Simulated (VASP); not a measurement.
# C (Fd-3m) in VASP: notebook

The runs below take C through relaxation of cell and atoms, with PBE.

Everything below comes from runs of VASP 6.6.1. Logs are shortened: lines on timing, memory, paths and dates and some standing lists are left out, and cuts for length are marked.

### 1 The cell of the first run

Symmetry: Fd-3m, No. 227, cubic system. Conventional cell: a = 3.567 Å, b = 3.567 Å, c = 3.567 Å, α = 90.00°, β = 90.00°, γ = 90.00°. C (site symmetry -43m) has 4 C at 1.54 Å within 2.1 Å.

### 2 Relaxation of cell and atoms, PBE

The input, INCAR:

```
  PREC = Accurate
  ENCUT = 600
  EDIFF = 1E-7
  ISMEAR = 0
  SIGMA = 0.01
  LREAL = False
  LASPH = True
  NELM = 120
  ALGO = Normal
  ISIF = 3
  LWAVE = False
  LCHARG = False
  GGA = PE
  IBRION = 2
  NSW = 80
  EDIFFG = -0.01
  GGA_COMPAT = False
  NELMIN = 4
```

The input, KPOINTS:

```
Automatic mesh
0
Gamma
  8 8 8
```

The input, POSCAR:

```
C
1.0
    0.0000000000      1.7833700000      1.7833700000
    1.7833700000      0.0000000000      1.7833700000
    1.7833700000      1.7833700000      0.0000000000
C
2
Direct
    0.5000000000      0.5000000000      0.5000000000
    0.7500000000      0.7500000000      0.7500000000
```

Potentials or basis: VASP PAW PBE potentials, release 64 (C).

On the command line:

```console
$ cat potpaw_PBE.64/C/POTCAR > POTCAR
$ mpirun -np 1 vasp_std > vasp.out
```

OUTCAR:

```text
PREC = Accurate
   ENCUT = 600
   EDIFF = 1E-7
   ISMEAR = 0
   LREAL = False
   LASPH = True
   NELM = 120
   ISIF = 3
   GGA = PE
   IBRION = 2
   NSW = 80
   EDIFFG = -0.01
   NELMIN = 4

 ion  position               nearest neighbor table
   1  0.500  0.500  0.500-   2 1.54   2 1.54   2 1.54   2 1.54
   2  0.750  0.750  0.750-   1 1.54   1 1.54   1 1.54   1 1.54

  LATTYP: Found a face centered cubic cell.
 ALAT       =     3.5667400000

  Lattice vectors:

 A1 = (   0.0000000000,   1.7833700000,   1.7833700000)
 A2 = (   1.7833700000,   0.0000000000,   1.7833700000)
 A3 = (   1.7833700000,   1.7833700000,   0.0000000000)

Analysis of symmetry for initial positions (statically):
=====================================================================
 Subroutine PRICEL returns:
 Original cell was already a primitive cell.

 Routine SETGRP: Setting up the symmetry group for a
 face centered cubic supercell.

 Subroutine GETGRP returns: Found 48 space group operations
 (whereof 24 operations were pure point group operations)
 out of a pool of 48 trial point group operations.

The static configuration has the point symmetry T_d .
 The point group associated with its full space group is O_h .

Analysis of symmetry for dynamics (positions and initial velocities):
=====================================================================
 Subroutine PRICEL returns:
 Original cell was already a primitive cell.

 Routine SETGRP: Setting up the symmetry group for a
 face centered cubic supercell.

 Subroutine GETGRP returns: Found 48 space group operations
 (whereof 24 operations were pure point group operations)
 out of a pool of 48 trial point group operations.

The dynamic configuration has the point symmetry T_d .
 The point group associated with its full space group is O_h .

 Subroutine INISYM returns: Found 48 space group operations
 (whereof 24 operations are pure point group operations),
 and found     1 'primitive' translations

----------------------------------------------------------------------------------------

                                     Primitive cell

  volume of cell :      11.3437

  direct lattice vectors                    reciprocal lattice vectors
     0.000000000  1.783370000  1.783370000    -0.280368067  0.280368067  0.280368067
     1.783370000  0.000000000  1.783370000     0.280368067 -0.280368067  0.280368067
     1.783370000  1.783370000  0.000000000     0.280368067  0.280368067 -0.280368067

  length of vectors
     2.522066041  2.522066041  2.522066041     0.485611737  0.485611737  0.485611737

  position of ions in fractional coordinates (direct lattice)
     0.500000000  0.500000000  0.500000000
     0.750000000  0.750000000  0.750000000

  ion indices of the primitive-cell ions
   primitive index   ion index
                 1           1
                 2           2

----------------------------------------------------------------------------------------

 KPOINTS: Automatic mesh

Automatic generation of k-mesh.
 Grid dimensions read from file:
 generate k-points for:    8    8    8

 Generating k-lattice:

  Cartesian coordinates                     Fractional coordinates (reciprocal lattice)
    -0.035046008  0.035046008  0.035046008     0.125000000  0.000000000  0.000000000
     0.035046008 -0.035046008  0.035046008     0.000000000  0.125000000  0.000000000
     0.035046008  0.035046008 -0.035046008     0.000000000  0.000000000  0.125000000

  Length of vectors
     0.060701467  0.060701467  0.060701467

  Shift w.r.t. Gamma in fractional coordinates (k-lattice)
     0.000000000  0.000000000  0.000000000

 Subroutine IBZKPT returns following result:
 ===========================================

 Found     29 irreducible k-points:

 Following reciprocal coordinates:
            Coordinates               Weight
  0.000000  0.000000  0.000000      1.000000
  0.125000  0.000000  0.000000      8.000000
  0.250000  0.000000  0.000000      8.000000
  0.375000  0.000000  0.000000      8.000000
  0.500000  0.000000  0.000000      4.000000
  0.125000  0.125000  0.000000      6.000000
[... 16 lines left out ...]
  0.500000  0.250000  0.125000     48.000000
 -0.375000  0.250000  0.125000     24.000000
 [... further k-points ...]
   k-points           NKPTS =     29   k-points in BZ     NKDIM =     29   number of bands    NBANDS=      8
   number of dos      NEDOS =    301   number of ions     NIONS =      2
   total plane-waves  NPLWV =   8000
   dimension x,y,z NGX =    20 NGY =   20 NGZ =   20
   dimension x,y,z NGXF=    40 NGYF=   40 NGZF=   40
   ions per type =               2
   NGX,Y,Z   is equivalent  to a cutoff of  13.18, 13.18, 13.18 a.u.
   NGXF,Y,Z  is equivalent  to a cutoff of  26.37, 26.37, 26.37 a.u.
 SYSTEM =  unknown system
   PREC   = accura    normal or accurate (medium, high low for compatibility)
   ISTART =      0    job   : 0-new  1-cont  2-samecut
   ICHARG =      2    charge: 1-file 2-atom 10-const
   ISPIN  =      1    spin polarized calculation?
   LNONCOLLINEAR =      F non collinear calculations
   LSORBIT =      F    spin-orbit coupling
   LASPH  =      T    aspherical Exc in radial PAW
   ENCUT  =  600.0 eV  44.10 Ry    6.64 a.u.   5.04  5.04  5.04*2*pi/ulx,y,z
   NELM   =    120;   NELMIN=  4; NELMDL= -5     # of ELM steps
   EDIFF  = 0.1E-06   stopping-criterion for ELM
   LREAL  =      F    real-space projection
   EDIFFG = -.1E-01   stopping-criterion for IOM
   NSW    =     80    number of steps for IOM
   IBRION =      2    ionic relax: 0-MD 1-quasi-New 2-CG
   NFREE  =      1    steps in history (QN), initial steepest desc. (CG)
   ISIF   =      3    stress and relaxation
   ISYM   =      2    0-nonsym 1-usesym 2-fastsym
   POTIM  = 0.5000    time-step for ionic-motion
   TEBEG  =    0.0;   TEEND  =   0.0 temperature during run
   PSTRESS=    0.0 pullay stress
   NELECT =       8.0000    total number of electrons
   NUPDOWN=      -1.0000    fix difference up-down
   EMIN   =  10.00;   EMAX   =-10.00  energy-range for DOS
   EFERMI =   0.00;   METHOD = LEGACY
   ISMEAR =     0;   SIGMA  =   0.01  broadening in eV -4-tet -1-fermi 0-gaus
   EFERMI_NEDOS =   21; number of points for ismear=-14 and -15
   IALGO  =     38    algorithm
   IMIX   =      4    mixing-type and parameters
     AMIX     =   0.40;   BMIX     =  1.00
     AMIX_MAG =   1.60;   BMIX_MAG =  1.00
  volume/ion in A,a.u.               =       5.67        38.28
  Fermi-wavevector in a.u.,A,eV,Ry     =   1.457203  2.753714 28.891161  2.123440
  Thomas-Fermi vector in A             =   2.574032
   LORBIT       =      0    0 simple, 1 ext, 2 COOP (PROOUT), +10 PAW based schemes
   GGA     = PE    functional components
   LHFCALC =     F    Hartree Fock is set to
   AEXX    =    0.0000 exact exchange contribution
   IVDW    =     0    specifies the selected vdW correction
   LEPSILON=     F    determine dielectric tensor
   LRPA    =     F    only Hartree local field effects (RPA)
 conjugate gradient relaxation of ions
 non-spin polarized calculation
 Gauss-broadening in eV      SIGMA  =   0.01
  energy-cutoff  :      600.00
  volume of cell :       11.34
 maximum number of plane-waves:       391
   NGX =  9   NGY =  9   NGZ =  9

--------------------------------------- Ionic step        1  -------------------------------------------

 number of electron       7.9999999 magnetization

 Free energy of the ion-electron system (eV)
  ---------------------------------------------------
  ext. energy  EPLUGINS =         0.00000000
  ---------------------------------------------------
  free energy    TOTEN  =       -18.18920949 eV

  energy without entropy =      -18.18920949  energy(sigma->0) =      -18.18920949

------------------------ aborting loop because EDIFF is reached ----------------------------------------

  FORCE on cell =-STRESS in cart. coord.  units (eV):
  Direction    XX          YY          ZZ          XY          YZ          ZX
  --------------------------------------------------------------------------------------
  -------------------------------------------------------------------------------------
  Total        0.1265402      0.1265402      0.1265402      0.0000000     -0.0000000     -0.0000000
  in kB       17.8724700     17.8724700     17.8724700      0.0000000     -0.0000000     -0.0000000
  external PRESSURE =      17.8724700 kB  Pullay stress =       0.0000000 kB
[... 57 lines left out ...]
  energy  without entropy=      -18.1890748315  energy(sigma->0) =      -18.18907483

--------------------------------------- Ionic step        3  -------------------------------------------

 number of electron       7.9999999 magnetization

 Free energy of the ion-electron system (eV)
  ---------------------------------------------------
  ext. energy  EPLUGINS =         0.00000000
  ---------------------------------------------------
  free energy    TOTEN  =       -18.18946663 eV

  energy without entropy =      -18.18946663  energy(sigma->0) =      -18.18946663

 E-fermi :   9.7437     XC(G=0): -13.2300

 val. band max:        9.6699161605   @ k =   0.0000   0.0000   0.0000
 cond. band min:      13.7938175801   @ k =   0.3750   0.3750   0.0000
 fundamental gap:      4.1239014196
 Fermi energy:         9.7436661902

 k-point     1 :       0.0000    0.0000    0.0000
  band No.  band energies     occupation
      1     -11.7519      2.00000
      2       9.6699      2.00000
      3       9.6699      2.00000
      4       9.6699      2.00000
      5      15.2488      0.00000
      6      15.2488      0.00000
      7      15.2488      0.00000
      8      22.9079      0.00000
[... 243 lines left out ...]
 k-point    24 :      -0.3750    0.2500    0.1250
  band No.  band energies     occupation
      1      -4.9917      2.00000
      2      -2.6535      2.00000
      3       3.3756      2.00000
      4       5.0014      2.00000
      5      17.9561      0.00000
      6      19.0830      0.00000
      7      22.6663      0.00000
      8      24.4849      0.00000

 [... further k-points ...]
[... 5 lines left out ...]
  --------------------------------------------------------------------------------------
  -------------------------------------------------------------------------------------
  Total        0.0008385      0.0008385      0.0008385     -0.0000000     -0.0000000      0.0000000
  in kB        0.1179529      0.1179529      0.1179529     -0.0000000     -0.0000000      0.0000000
  external PRESSURE =       0.1179529 kB  Pullay stress =       0.0000000 kB
[... 17 lines left out ...]
  FREE ENERGIE OF THE ION-ELECTRON SYSTEM (eV)
  ---------------------------------------------------
  free  energy   TOTEN  =       -18.1894666319 eV

  energy  without entropy=      -18.1894666319  energy(sigma->0) =      -18.18946663

 reached required accuracy - stopping structural energy minimisation
```

Wall time 17 s (1 thread of Intel Xeon 8259CL, shared host); peak memory 0.08 GiB.

Results:

```yaml
Free_energy: -18.1895 eV
Relaxed_volume: 5.70 Å³/atom
Relaxed_cell: a = 2.526 Å, b = 2.526 Å, c = 2.526 Å, α = 60.00°, β = 60.00°, γ = 60.00°
Space_group_after_relaxing_to_0.1_Å: Fd-3m (No. 227)
Energy_gained_by_relaxing: 0.1 meV/atom
Ionic_steps: 3
Pressure_after_relaxing: 0.0 GPa
Band_gap_on_the_k_mesh: 4.12 eV (least direct gap 5.58 eV)
```

The path:
| step | energy change (eV) | largest force (eV/Å) | pressure (GPa) | volume (Å³) |
| --- | --- | --- | --- | --- |
| 1 | 0.0000 | 0.0000 | 1.79 | 11.34 |
| 2 | 0.0001 | 0.0000 | -2.16 | 11.45 |
| 3 | -0.0003 | 0.0000 | 0.01 | 11.39 |

Final structure:
```xyz
2
Lattice="0.0000 1.7858 1.7858 1.7858 0.0000 1.7858 1.7858 1.7858 0.0000" Properties=species:S:1:pos:R:3 pbc="T T T"
C     1.7858    1.7858    1.7858
C     2.6787    2.6787    2.6787
```

A k mesh can miss the band edges. PBE usually gives volumes a little too large and moduli too small.

[end of part 1 of 2]
